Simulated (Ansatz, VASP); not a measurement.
AlN in VASP and in Ansatz

File INCAR:

```
PREC = Accurate ; ENCUT = 600
EDIFF = 1E-6 ; ISMEAR = 1
SIGMA = 0.05 ; LREAL = False
LASPH = True ; NELM = 120
ALGO = Normal ; ISIF = 2
LWAVE = False ; LCHARG = False
NBANDS = 16 ; GGA_COMPAT = False
```

Contents of KPOINTS:

```
Automatic mesh
0
Gamma
  12 12 6
```

The input POSCAR:

```
AlN
1.0
    3.3121157400      0.0000000000      0.0000000000
   -1.6560578700      2.8683763700      0.0000000000
    0.0000000000      0.0000000000      4.1875630000
Al N
2 2
Direct
    0.3333333300      0.6666666700      0.7500000000
    0.6666666700      0.3333333300      0.2500000000
    0.3333333300      0.6666666700      0.2500000000
    0.6666666700      0.3333333300      0.7500000000
```

Input for Ansatz:

```yaml
crystal:
  lattice:
    - [3.31211574, 0.0, 0.0]
    - [-1.65605787, 2.86837637, 0.0]
    - [0.0, 0.0, 4.187563]
  atoms:
    - { symbol: Al, position: [0.33333333, 0.66666667, 0.75] }
    - { symbol: Al, position: [0.66666667, 0.33333333, 0.25] }
    - { symbol: "N", position: [0.33333333, 0.66666667, 0.25] }
    - { symbol: "N", position: [0.66666667, 0.33333333, 0.75] }
kpoints:
  mp_grid:
    grid: [12, 12, 6]
  band_path:
    path:
      - [0.0, 0.0, 0.0]
      - [0.5, 0.0, 0.0]
      - [0.33333, 0.33333, 0.0]
      - [0.0, 0.0, 0.0]
      - [0.0, 0.0, 0.5]
    npoints: 8
hamiltonian:
  xc: lda
scf:
  n_extra_bands: 6
  occupations:
    method: cold
    width: 0.05
```

Alike in both runs: task single point; functional LDA; k mesh 12 × 12 × 6; no spin polarisation.

```csv
,VASP,Ansatz
version,VASP 6.6.1,Ansatz 0.2.0
potentials or method,"VASP PAW LDA potentials, release 64 (Al, N)","plane waves, PAW"
plane-wave cutoff (eV),600,420
occupations,"methfessel-paxton of order 1, width 0.05 eV","cold, width 0.05 eV"
valence electrons in the cell,16,16
```

```csv
,VASP,Ansatz,Ansatz less VASP
gap on the k mesh at the Fermi level (eV),3.28,3.28,-0.009
```

LDA's correlation is that of Perdew and Zunger in VASP and of Perdew and Wang (1992) in Ansatz.
